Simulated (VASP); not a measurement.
# Pb (Fm-3m) in VASP: notebook

Aim: see how the results for Pb move with the level of theory and the settings. Levels: PBEsol, B3LYP. Tasks: single point.

Program: VASP 6.6.1. These are calculated values, not measurements. Logs are shortened: lines on timing, memory, paths and dates and some standing lists are left out, and cuts for length are marked.

**1. The cell of the first run**

Symmetry: Fm-3m, No. 225, cubic system. Conventional cell: a = 4.950 Å, b = 4.950 Å, c = 4.950 Å, α = 90.00°, β = 90.00°, γ = 90.00°. Pb (site symmetry m-3m) has 12 Pb at 3.50 Å within 4.6 Å.

**2. Single point, PBEsol, non-collinear spin, zero start, spin-orbit coupling**

INCAR reads:

```
ALGO = Normal
EDIFF = 1E-6
ENCUT = 520
GGA = PS
GGA_COMPAT = F
ISIF = 2
ISMEAR = -1
LASPH = T
LCHARG = F
LORBIT = 11
LORBMOM = T
LREAL = F
LSORBIT = T
LWAVE = F
MAGMOM = 0 0 0
NBANDS = 25
NELM = 150
PREC = Accurate
SIGMA = 0.05
```

KPOINTS reads:

```
k-points
0
Gamma
  9 9 9
```

POSCAR reads:

```
Pb
1.0
    0.0000000000      2.4750200000      2.4750200000
    2.4750200000      0.0000000000      2.4750200000
    2.4750200000      2.4750200000      0.0000000000
Pb
1
Direct
    0.0000000000      0.0000000000      0.0000000000
```

Potentials or basis: VASP PAW PBE potentials, release 64 (Pb_d).

Command:

```bash
cat potpaw_PBE.64/Pb_d/POTCAR > POTCAR
mpirun -np 1 vasp_ncl > vasp.out
```

OUTCAR:

```text
EDIFF = 1E-6
   ENCUT = 520
   GGA = PS
   ISIF = 2
   ISMEAR = -1
   LASPH = T
   LORBIT = 11
   LREAL = F
   LSORBIT = T
   NELM = 150
   PREC = Accurate

 ion  position               nearest neighbor table
   1  0.000  0.000  0.000-

  LATTYP: Found a face centered cubic cell.
 ALAT       =     4.9500400000

  Lattice vectors:

 A1 = (   0.0000000000,   2.4750200000,   2.4750200000)
 A2 = (   2.4750200000,   0.0000000000,   2.4750200000)
 A3 = (   2.4750200000,   2.4750200000,   0.0000000000)

Analysis of symmetry for initial positions (statically):
=====================================================================
 Subroutine PRICEL returns:
 Original cell was already a primitive cell.

 Routine SETGRP: Setting up the symmetry group for a
 face centered cubic supercell.

 Subroutine GETGRP returns: Found 48 space group operations
 (whereof 48 operations were pure point group operations)
 out of a pool of 48 trial point group operations.

The static configuration has the point symmetry O_h .

Analysis of symmetry for dynamics (positions and initial velocities):
=====================================================================
 Subroutine PRICEL returns:
 Original cell was already a primitive cell.

 Routine SETGRP: Setting up the symmetry group for a
 face centered cubic supercell.

 Subroutine GETGRP returns: Found 48 space group operations
 (whereof 48 operations were pure point group operations)
 out of a pool of 48 trial point group operations.

The dynamic configuration has the point symmetry O_h .

Analysis of structural, dynamic, and magnetic symmetry:
=====================================================================
 Subroutine PRICEL returns:
 Original cell was already a primitive cell.

 Routine SETGRP: Setting up the symmetry group for a
 face centered cubic supercell.

 Subroutine GETGRP returns: Found 48 space group operations
 (whereof 48 operations were pure point group operations)
 out of a pool of 48 trial point group operations.

The overall configuration has the point symmetry O_h .

 Subroutine INISYM returns: Found 48 space group operations
 (whereof 48 operations are pure point group operations),
 and found     1 'primitive' translations

----------------------------------------------------------------------------------------

                                     Primitive cell

  volume of cell :      30.3226
[... 146 lines left out ...]
  band No.  band energies     occupation
      1     -11.2921      1.00000
      2     -11.2921      1.00000
      3     -11.2921      1.00000
      4     -11.2921      1.00000
      5      -8.8169      1.00000
      6      -8.8169      1.00000
[... 661 lines left out ...]
     24      25.3999      0.00000
     25      26.2661      0.00000

 [... further k-points ...]

------------------------ aborting loop because EDIFF is reached ----------------------------------------

  FORCE on cell =-STRESS in cart. coord.  units (eV):
  Direction    XX          YY          ZZ          XY          YZ          ZX
  --------------------------------------------------------------------------------------
  -------------------------------------------------------------------------------------
  Total       -0.1311446     -0.1311446     -0.1311446      0.0000000      0.0000000      0.0000000
  in kB       -6.9293859     -6.9293859     -6.9293859      0.0000000      0.0000000      0.0000000
  external PRESSURE =      -6.9293859 kB  Pullay stress =       0.0000000 kB

 VOLUME and BASIS-vectors are now :
 -----------------------------------------------------------------------------
  energy-cutoff  :      520.00
  volume of cell :       30.32
      direct lattice vectors                 reciprocal lattice vectors
     0.000000000  2.475020000  2.475020000    -0.202018570  0.202018570  0.202018570
     2.475020000  0.000000000  2.475020000     0.202018570 -0.202018570  0.202018570
     2.475020000  2.475020000  0.000000000     0.202018570  0.202018570 -0.202018570

 POSITION                                       TOTAL-FORCE (eV/Angst)
 -----------------------------------------------------------------------------------
      0.00000      0.00000      0.00000         0.000000      0.000000     -0.000000
 -----------------------------------------------------------------------------------
    total drift:                               -0.000000     -0.000000     -0.000000

  FREE ENERGIE OF THE ION-ELECTRON SYSTEM (eV)
  ---------------------------------------------------
  free  energy   TOTEN  =        -4.5543013140 eV

  energy  without entropy=       -4.5518145836  energy(sigma->0) =       -4.55305795

 orbital moment (x)

 # of ion     p       d       tot
 ----------------------------------------
  1         0.000   0.000   0.000
 ----------------------------------------
            0.000   0.000   0.000

 orbital moment (y)

 # of ion     p       d       tot
 ----------------------------------------
  1         0.000  -0.000   0.000
 ----------------------------------------
            0.000  -0.000   0.000

 orbital moment (z)

 # of ion     p       d       tot
 ----------------------------------------
  1        -0.000  -0.000  -0.000
 ----------------------------------------
           -0.000  -0.000  -0.000

 Spin-Orbit-Coupling matrix elements

 Ion:    1  E_soc:     -1.1293523
 l=   1
     0.0000000    -0.1205436    -0.1205436
    -0.1205436     0.0000000    -0.1205436
    -0.1205436    -0.1205436     0.0000000
 l=   2
     0.0000000    -0.0136266     0.0000000    -0.0136266    -0.0540552
    -0.0136266     0.0000000    -0.0405414    -0.0136266    -0.0135138
     0.0000000    -0.0405414     0.0000000    -0.0405414     0.0000000
    -0.0136266    -0.0136266    -0.0405414     0.0000000    -0.0135138
    -0.0540552    -0.0135138     0.0000000    -0.0135138     0.0000000
 l=   3
     0.0000000     0.0000000     0.0000000     0.0000000     0.0000000     0.0000000     0.0000000
     0.0000000     0.0000000     0.0000000     0.0000000     0.0000000     0.0000000     0.0000000
     0.0000000     0.0000000     0.0000000     0.0000000     0.0000000     0.0000000     0.0000000
     0.0000000     0.0000000     0.0000000     0.0000000     0.0000000     0.0000000     0.0000000
     0.0000000     0.0000000     0.0000000     0.0000000     0.0000000     0.0000000     0.0000000
     0.0000000     0.0000000     0.0000000     0.0000000     0.0000000     0.0000000     0.0000000
     0.0000000     0.0000000     0.0000000     0.0000000     0.0000000     0.0000000     0.0000000

 total charge

# of ion       s       p       d       tot
------------------------------------------
    1        1.388   0.756   9.809  11.953

 magnetization (x)

# of ion       s       p       d       tot
------------------------------------------
    1       -0.000  -0.000  -0.000  -0.000

 magnetization (y)

# of ion       s       p       d       tot
------------------------------------------
    1       -0.000  -0.000   0.000  -0.000

 magnetization (z)

# of ion       s       p       d       tot
------------------------------------------
    1       -0.000  -0.000   0.000  -0.000
```

OSZICAR:

```text
N       E                     dE             d eps       ncg     rms          rms(c)
DAV:   1     0.147584884219E+03    0.14758E+03   -0.67174E+03  1774   0.135E+03
DAV:   2     0.667696425754E+01   -0.14091E+03   -0.13548E+03  1798   0.364E+02
DAV:   3    -0.417343516177E+01   -0.10850E+02   -0.10743E+02  2118   0.121E+02
DAV:   4    -0.454783134900E+01   -0.37440E+00   -0.37416E+00  2284   0.242E+01
DAV:   5    -0.456688010854E+01   -0.19049E-01   -0.19048E-01  2619   0.489E+00    0.572E-01
DAV:   6    -0.455723769470E+01    0.96424E-02   -0.14244E-02  2560   0.213E+00    0.260E-01
DAV:   7    -0.455455356508E+01    0.26841E-02   -0.44815E-03  2570   0.109E+00    0.199E-01
DAV:   8    -0.455440096272E+01    0.15260E-03   -0.16835E-04  2281   0.158E-01    0.392E-02
DAV:   9    -0.455430211783E+01    0.98845E-04   -0.70527E-05  2294   0.164E-01    0.365E-03
DAV:  10    -0.455430131397E+01    0.80385E-06   -0.99933E-07  1821   0.173E-02
   1 F= -.45543013E+01 E0= -.45530579E+01  d E =-.248673E-02  mag=    -0.0000    -0.0000     0.0000
```

stdout:

```text
POSCAR found type information on POSCAR Pb
 POSCAR found :  1 types and       1 ions
 scaLAPACK will be used
 -----------------------------------------------------------------------------
|                                                                             |
|                                                                             |
|     You enforced a specific xc type in the INCAR file but a different       |
|     I HOPE YOU KNOW WHAT YOU ARE DOING!                                     |
|                                                                             |
 -----------------------------------------------------------------------------

 LDA part: xc-table for (Slater+PW92), standard interpolation
 POSCAR, INCAR and KPOINTS ok, starting setup
 FFT: planning ... GRIDC
 FFT: planning ... GRID_SOFT
 FFT: planning ... GRID
 WAVECAR not read
 entering main loop
```

Wall time 1.8 min (1 thread of Intel Xeon 8259CL, shared host); peak memory 0.22 GiB.

What came out:

| Item | Value |
| --- | --- |
| Free energy | -4.5543 eV |
| Pressure | -0.7 GPa |
| Net moment | 0.00 μB per cell |
| Valence electrons inside the program's atomic spheres | Pb 11.95 |

Moments on the atoms (μB; x, y, z):
```
Pb  0.00 0.00 0.00
```

Caveat: the PAW data sets were made with another functional, which shifts forces and pressure a little.

**3. Single point, PBEsol, non-collinear spin, zero start, spin-orbit coupling**

This run uses another cell than the first one, of 30.93 Å³/atom.

INCAR reads:

```
SYSTEM = Pb
ALGO = Normal ; EDIFF = 1E-7
ENCUT = 520 ; GGA = PS
GGA_COMPAT = .False. ; ISIF = 2
ISMEAR = -1 ; LASPH = .True.
LCHARG = .False. ; LORBIT = 11
LORBMOM = .True. ; LREAL = .False.
LSORBIT = .True. ; LWAVE = .False.
MAGMOM = 0 0 0 ; NBANDS = 25
NELM = 150 ; PREC = Accurate
SIGMA = 0.05
```

KPOINTS reads:

```
k-points
0
Gamma
  9 9 9
  0 0 0
```

POSCAR reads:

```
Pb
1.0
    0.0000000000      2.4914113386      2.4914113386
    2.4914113386      0.0000000000      2.4914113386
    2.4914113386      2.4914113386      0.0000000000
Pb
1
Direct
    0.0000000000      0.0000000000      0.0000000000
```

Potentials or basis: VASP PAW PBE potentials, release 64 (Pb_d).

Command:

```bash
cat potpaw_PBE.64/Pb_d/POTCAR > POTCAR
mpirun -np 1 vasp_ncl > vasp.out
```

OUTCAR:

```text
SYSTEM = Pb
   EDIFF = 1E-7
   ENCUT = 520
   GGA = PS
   ISIF = 2
   ISMEAR = -1
   LASPH = .True.
   LORBIT = 11
   LREAL = .False.
   LSORBIT = .True.
   NELM = 150
   PREC = Accurate

 ion  position               nearest neighbor table
   1  0.000  0.000  0.000-

  LATTYP: Found a face centered cubic cell.
 ALAT       =     4.9828226772

  Lattice vectors:

 A1 = (   0.0000000000,   2.4914113386,   2.4914113386)
 A2 = (   2.4914113386,   0.0000000000,   2.4914113386)
 A3 = (   2.4914113386,   2.4914113386,   0.0000000000)

Analysis of symmetry for initial positions (statically):
=====================================================================
 Subroutine PRICEL returns:
 Original cell was already a primitive cell.
[... 917 lines left out ...]
  1         0.000  -0.000   0.000
 ----------------------------------------
            0.000  -0.000   0.000

 Spin-Orbit-Coupling matrix elements

 Ion:    1  E_soc:     -1.1292060
 l=   1
     0.0000000    -0.1205550    -0.1205550
    -0.1205550     0.0000000    -0.1205550
    -0.1205550    -0.1205550     0.0000000
 l=   2
     0.0000000    -0.0136150     0.0000000    -0.0136150    -0.0540310
    -0.0136150     0.0000000    -0.0405233    -0.0136150    -0.0135078
     0.0000000    -0.0405233     0.0000000    -0.0405233     0.0000000
    -0.0136150    -0.0136150    -0.0405233     0.0000000    -0.0135078
    -0.0540310    -0.0135078     0.0000000    -0.0135078     0.0000000
 l=   3
     0.0000000     0.0000000     0.0000000     0.0000000     0.0000000     0.0000000     0.0000000
     0.0000000     0.0000000     0.0000000     0.0000000     0.0000000     0.0000000     0.0000000
     0.0000000     0.0000000     0.0000000     0.0000000     0.0000000     0.0000000     0.0000000
     0.0000000     0.0000000     0.0000000     0.0000000     0.0000000     0.0000000     0.0000000
     0.0000000     0.0000000     0.0000000     0.0000000     0.0000000     0.0000000     0.0000000
     0.0000000     0.0000000     0.0000000     0.0000000     0.0000000     0.0000000     0.0000000
     0.0000000     0.0000000     0.0000000     0.0000000     0.0000000     0.0000000     0.0000000

 total charge

# of ion       s       p       d       tot
------------------------------------------
    1        1.387   0.747   9.808  11.943

 magnetization (x)

# of ion       s       p       d       tot
------------------------------------------
    1       -0.000   0.000  -0.000  -0.000

 magnetization (y)

# of ion       s       p       d       tot
------------------------------------------
    1       -0.000   0.000  -0.000  -0.000

 magnetization (z)

# of ion       s       p       d       tot
------------------------------------------
    1        0.000   0.000   0.000   0.000
```

OSZICAR:

```text
N       E                     dE             d eps       ncg     rms          rms(c)
DAV:   1     0.149196041792E+03    0.14920E+03   -0.67099E+03  1768   0.134E+03
DAV:   2     0.725537392708E+01   -0.14194E+03   -0.13646E+03  1790   0.362E+02
DAV:   3    -0.414409365644E+01   -0.11399E+02   -0.11299E+02  2138   0.124E+02
DAV:   4    -0.454120160203E+01   -0.39711E+00   -0.39684E+00  2245   0.249E+01
DAV:   5    -0.456239394125E+01   -0.21192E-01   -0.21191E-01  2693   0.523E+00    0.549E-01
DAV:   6    -0.455337855569E+01    0.90154E-02   -0.14572E-02  2483   0.208E+00    0.251E-01
DAV:   7    -0.455088785368E+01    0.24907E-02   -0.44339E-03  2573   0.107E+00    0.196E-01
DAV:   8    -0.455074998437E+01    0.13787E-03   -0.15498E-04  2187   0.153E-01    0.392E-02
DAV:   9    -0.455066164325E+01    0.88341E-04   -0.74911E-05  2286   0.171E-01    0.382E-03
DAV:  10    -0.455066047105E+01    0.11722E-05   -0.15362E-06  2504   0.216E-02    0.174E-03
DAV:  11    -0.455066004834E+01    0.42271E-06   -0.97370E-08  1963   0.315E-03    0.321E-04
DAV:  12    -0.455066002154E+01    0.26802E-07   -0.88232E-09  1467   0.150E-03
   1 F= -.45506600E+01 E0= -.45494739E+01  d E =-.237233E-02  mag=     0.0000    -0.0000    -0.0000
```

It took 1.7 min on 1 thread of Intel Xeon 8259CL, shared host; peak memory 0.23 GiB.

Results:

```yaml
Free_energy: -4.5507 eV
Pressure: -1.5 GPa
Net_moment: 0.00 μB per cell
Valence_electrons_inside_the_program's_atomic_spheres: Pb 11.94
```

Moments on the atoms (μB; x, y, z):
```
Pb  0.00 0.00 0.00
```

Caveat: the PAW data sets were made with another functional, which shifts forces and pressure a little.

(Part 1 of 2 ends here.)
